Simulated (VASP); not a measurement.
# Sc (P6_3/mmc) in VASP: elastic constants with LDA

Aim: the elastic constants of Sc with LDA.

Program: VASP 6.6.1. These are calculated values, not measurements. Logs are shortened: lines on timing, memory, paths and dates and some standing lists are left out, and cuts for length are marked.

**1. The cell of the first run**

Symmetry: P6_3/mmc, No. 194, hexagonal system. Conventional cell: a = 3.165 Å, b = 3.165 Å, c = 4.905 Å, α = 90.00°, β = 90.00°, γ = 120.00°. Sc (site symmetry -6m2) has 12 Sc at 3.06 to 3.17 Å within 4.0 Å.

**2. Elastic constants, LDA**

INCAR

```
PREC = Accurate ; ENCUT = 600
EDIFF = 1E-8 ; ISMEAR = -1
SIGMA = 0.1 ; LREAL = False
LASPH = True ; NELM = 100
ALGO = Normal ; ISIF = 3
LWAVE = False ; LCHARG = False
GGA = CA ; NBANDS = 18
IBRION = 6 ; NFREE = 2
POTIM = 0.015 ; NSW = 1
KPAR = 4
```

KPOINTS

```
regular mesh
0
Gamma
  16 16 10
```

POSCAR

```
Sc
1.0
    3.1652274854      0.0000000000      0.0000000000
   -1.5826137427      2.7411674111      0.0000000000
    0.0000000000      0.0000000000      4.9052579626
Sc
2
Direct
    0.3333333333      0.6666666667      0.2500000000
    0.6666666667      0.3333333333      0.7500000000
```

Potentials or basis: VASP PAW LDA potentials, release 64 (Sc_sv).

On the command line:

```console
> cat potpaw_LDA.64/Sc_sv/POTCAR > POTCAR
> mpirun -np 4 vasp_std > vasp.out
```

OUTCAR:

```text
PREC = Accurate
   ENCUT = 600
   EDIFF = 1E-8
   ISMEAR = -1
   LREAL = False
   LASPH = True
   NELM = 100
   ISIF = 3
   GGA = CA
   IBRION = 6
   NFREE = 2
   POTIM = 0.015
   NSW = 1

 ion  position               nearest neighbor table
   1  0.333  0.667  0.250-   2 3.06   2 3.06   2 3.06   2 3.06   2 3.06   2 3.06
   2  0.667  0.333  0.750-   1 3.06   1 3.06   1 3.06   1 3.06   1 3.06   1 3.06

  LATTYP: Found a hexagonal cell.
 ALAT       =     3.1652274854
 C/A-ratio  =     1.5497331504

  Lattice vectors:

 A1 = (   3.1652274854,   0.0000000000,   0.0000000000)
 A2 = (  -1.5826137427,   2.7411674111,   0.0000000000)
 A3 = (   0.0000000000,   0.0000000000,   4.9052579626)

Analysis of symmetry for initial positions (statically):
=====================================================================
 Subroutine PRICEL returns:
 Original cell was already a primitive cell.

 Routine SETGRP: Setting up the symmetry group for a
 hexagonal supercell.

 Subroutine GETGRP returns: Found 24 space group operations
 (whereof 12 operations were pure point group operations)
 out of a pool of 24 trial point group operations.

The static configuration has the point symmetry D_3d.
 The point group associated with its full space group is D_6h.

Analysis of symmetry for dynamics (positions and initial velocities):
=====================================================================
 Subroutine PRICEL returns:
 Original cell was already a primitive cell.

 Routine SETGRP: Setting up the symmetry group for a
 hexagonal supercell.

 Subroutine GETGRP returns: Found 24 space group operations
 (whereof 12 operations were pure point group operations)
 out of a pool of 24 trial point group operations.

The dynamic configuration has the point symmetry D_3d.
 The point group associated with its full space group is D_6h.

 Subroutine INISYM returns: Found 24 space group operations
 (whereof 12 operations are pure point group operations),
 and found     1 'primitive' translations

----------------------------------------------------------------------------------------

                                     Primitive cell

  volume of cell :      42.5601

  direct lattice vectors                    reciprocal lattice vectors
     3.165227485  0.000000000  0.000000000     0.315933058  0.182404036  0.000000000
    -1.582613743  2.741167411  0.000000000     0.000000000  0.364808073  0.000000000
     0.000000000  0.000000000  4.905257963     0.000000000  0.000000000  0.203862877

  length of vectors
     3.165227485  3.165227485  4.905257963     0.364808073  0.364808073  0.203862877

  position of ions in fractional coordinates (direct lattice)
     0.333333333  0.666666667  0.250000000
     0.666666667  0.333333333  0.750000000

  ion indices of the primitive-cell ions
   primitive index   ion index
                 1           1
                 2           2

----------------------------------------------------------------------------------------

 KPOINTS: regular mesh

Automatic generation of k-mesh.
 Grid dimensions read from file:
 generate k-points for:   16   16   10
[... 110 lines left out ...]
  ---------------------------------------------------
  free energy    TOTEN  =       -13.47466438 eV

  energy without entropy =      -13.36394050  energy(sigma->0) =      -13.41930244

------------------------ aborting loop because EDIFF is reached ----------------------------------------

  FORCE on cell =-STRESS in cart. coord.  units (eV):
  Direction    XX          YY          ZZ          XY          YZ          ZX
  --------------------------------------------------------------------------------------
  -------------------------------------------------------------------------------------
  Total        1.1065277      1.1065277      1.0977581      0.0000000      0.0000000     -0.0000000
  in kB       41.6553242     41.6553242     41.3251919      0.0000000      0.0000000     -0.0000000
  external PRESSURE =      41.5452801 kB  Pullay stress =       0.0000000 kB
[... 89 lines left out ...]
  FREE ENERGIE OF THE ION-ELECTRON SYSTEM (eV)
  ---------------------------------------------------
  free  energy   TOTEN  =       -13.4539396406 eV

  energy  without entropy=      -13.3430852853  energy(sigma->0) =      -13.39851246

[... ionic steps 4 to 14 ...]

--------------------------------------- Ionic step       15  -------------------------------------------

 number of electron      21.9999997 magnetization

------------------------ aborting loop because EDIFF is reached ----------------------------------------
[... 67 lines left out ...]
--------------------------------------- Ionic step       17  -------------------------------------------

 number of electron      21.9999997 magnetization

 Free energy of the ion-electron system (eV)
  ---------------------------------------------------
  ext. energy  EPLUGINS =         0.00000000
  ---------------------------------------------------
  free energy    TOTEN  =       -13.47406221 eV

  energy without entropy =      -13.36331472  energy(sigma->0) =      -13.41868847

 E-fermi :   4.3564     XC(G=0): -10.7649

 val. band max:        4.3538960172   @ k =  -0.1250   0.4375   0.2000
 cond. band min:       4.3586517416   @ k =   0.2500   0.2500   0.3000
 fundamental gap:      0.0047557244
 Fermi energy:         4.3563799200

 k-point     1 :       0.0000    0.0000    0.0000
  band No.  band energies     occupation
      1     -44.0975      2.00000
      2     -43.9556      2.00000
      3     -23.4356      2.00000
      4     -22.8509      2.00000
      5     -22.8509      2.00000
      6     -22.7399      2.00000
[... 481 lines left out ...]
      5     -23.1250      2.00000
      6     -22.9749      2.00000
[... 10 lines left out ...]
     17       8.3899      0.00000
     18       8.9099      0.00000

 [... further k-points ...]
[... 5 lines left out ...]
  --------------------------------------------------------------------------------------
  -------------------------------------------------------------------------------------
  Total        1.1070414      1.1070414      1.1010065      0.0000000      0.0000000      0.0000000
  in kB       41.6746649     41.6746649     41.4474796      0.0000000      0.0000000      0.0000000
  external PRESSURE =      41.5989364 kB  Pullay stress =       0.0000000 kB
[... 17 lines left out ...]
  FREE ENERGIE OF THE ION-ELECTRON SYSTEM (eV)
  ---------------------------------------------------
  free  energy   TOTEN  =       -13.4740622134 eV

  energy  without entropy=      -13.3633147167  energy(sigma->0) =      -13.41868847

 INTERNAL STRAIN TENSORS FROM STRAINED CELLS
 ============================================

 INTERNAL STRAIN TENSOR FOR ION    1 for displacements in x,y,z  (eV/Angst):
          X           Y           Z          XY          YZ          ZX
  --------------------------------------------------------------------------------
  x     0.00000    -0.00000     0.00000    -1.87776     0.00000    -0.00000
  y    -1.87485     1.87476     0.00000     0.00017    -0.00113     0.00279
  z     0.00000     0.00000     0.00000     0.00000    -0.00025    -0.00000

 INTERNAL STRAIN TENSORS FROM DISPLACED ATOMS
 ============================================

 INTERNAL STRAIN TENSOR FOR ION    1 for displacements in x,y,z  (eV/Angst):
          X           Y           Z          XY          YZ          ZX
  --------------------------------------------------------------------------------
  x     0.00000     0.00000     0.00000    -1.88573     0.00000     0.00000
  y    -1.88573     1.88573     0.00000     0.00000     0.00000     0.00000
  z     0.00000    -0.00000    -0.00000     0.00000     0.00000     0.00000

 INTERNAL STRAIN TENSOR FOR ION    2 for displacements in x,y,z  (eV/Angst):
          X           Y           Z          XY          YZ          ZX
  --------------------------------------------------------------------------------
  x     0.00000     0.00000     0.00000     1.88573     0.00000     0.00000
  y     1.88573    -1.88573    -0.00000     0.00000     0.00000     0.00000
  z    -0.00000     0.00000     0.00000     0.00000     0.00000     0.00000

 Eigenvectors and eigenvalues of the dynamical matrix
 ----------------------------------------------------

   1 f  =    7.634212 THz    47.967171 2PiTHz  254.649917 cm-1    31.572552 meV
             X         Y         Z           dx          dy          dz
     -0.000000  1.827445  1.226314     0.000000   -0.000000   -0.707107
      1.582614  0.913722  3.678943     0.000000    0.000000    0.707107
[... 11 lines left out ...]
   4 f  =    0.000000 THz     0.000000 2PiTHz    0.000001 cm-1     0.000000 meV
             X         Y         Z           dx          dy          dz
     -0.000000  1.827445  1.226314     0.000000   -0.000000   -0.707107
      1.582614  0.913722  3.678943     0.000000    0.000000   -0.707107

   5 f/i=    0.000000 THz     0.000000 2PiTHz    0.000001 cm-1     0.000000 meV
             X         Y         Z           dx          dy          dz
     -0.000000  1.827445  1.226314    -0.648127    0.282721   -0.000000
      1.582614  0.913722  3.678943    -0.648127    0.282721    0.000000

   6 f/i=    0.000000 THz     0.000000 2PiTHz    0.000002 cm-1     0.000000 meV
             X         Y         Z           dx          dy          dz
     -0.000000  1.827445  1.226314     0.282721    0.648127   -0.000000
      1.582614  0.913722  3.678943     0.282721    0.648127    0.000000

--------------------------------------------------------------------------------------------------------

 ELASTIC MODULI CONTR FROM IONIC RELAXATION (kBar)
 Direction    XX          YY          ZZ          XY          YZ          ZX
 --------------------------------------------------------------------------------
 XX         -85.9889     85.9889      0.0000      0.0000      0.0000      0.0000
 YY          85.9889    -85.9889     -0.0000      0.0000      0.0000      0.0000
 ZZ           0.0000     -0.0000     -0.0000      0.0000      0.0000      0.0000
 XY           0.0000      0.0000      0.0000    -85.9889      0.0000      0.0000
 YZ           0.0000      0.0000      0.0000      0.0000      0.0000      0.0000
 ZX           0.0000      0.0000      0.0000      0.0000      0.0000      0.0000
 --------------------------------------------------------------------------------

 TOTAL ELASTIC MODULI (kBar)
 Direction    XX          YY          ZZ          XY          YZ          ZX
 --------------------------------------------------------------------------------
 XX        1227.1602    474.8975    414.3265      0.0000     -0.0000      0.0000
 YY         474.8975   1227.1602    414.3265      0.0000      0.0000      0.0000
 ZZ         414.3265    414.3265   1220.7168      0.0000     -0.0000      0.0000
 XY           0.0000     -0.0000      0.0000    376.1313      0.0000     -0.0000
 YZ          -0.0000      0.0000     -0.0000      0.0000    358.6840      0.0000
 ZX           0.0000      0.0000      0.0000      0.0000      0.0000    358.6840
 --------------------------------------------------------------------------------
```

It took 30 min on 4 MPI ranks of Intel Xeon Platinum 8259CL at 2.50GHz (Skylake/Cascade Lake), shared host; peak memory 1 GiB.

Results:

```
Elastic constants C11, C12, C44 : 123, 47, 36 GPa
Voigt bulk modulus              : 70 GPa
Highest phonon frequency at Γ   : 255 cm⁻¹
```

Phonon frequencies in cm⁻¹ (negative: imaginary):
```
              q point        frequencies
(0.000, 0.000, 0.000)  0 0 0 137 137 255
```

Elastic tensor in Voigt notation (GPa, in the Cartesian axes of the cell as first typed):
```
123  47  41   0   0   0
 47 123  41   0   0   0
 41  41 122   0   0   0
  0   0   0  36   0   0
  0   0   0   0  36   0
  0   0   0   0   0  38
```

Clamped-ion elastic tensor (GPa):
```
131  39  41   0   0   0
 39 131  41   0   0   0
 41  41 122   0   0   0
  0   0   0  36   0   0
  0   0   0   0  36   0
  0   0   0   0   0  46
```

Caveat: the cell is under stress, which shifts elastic constants.
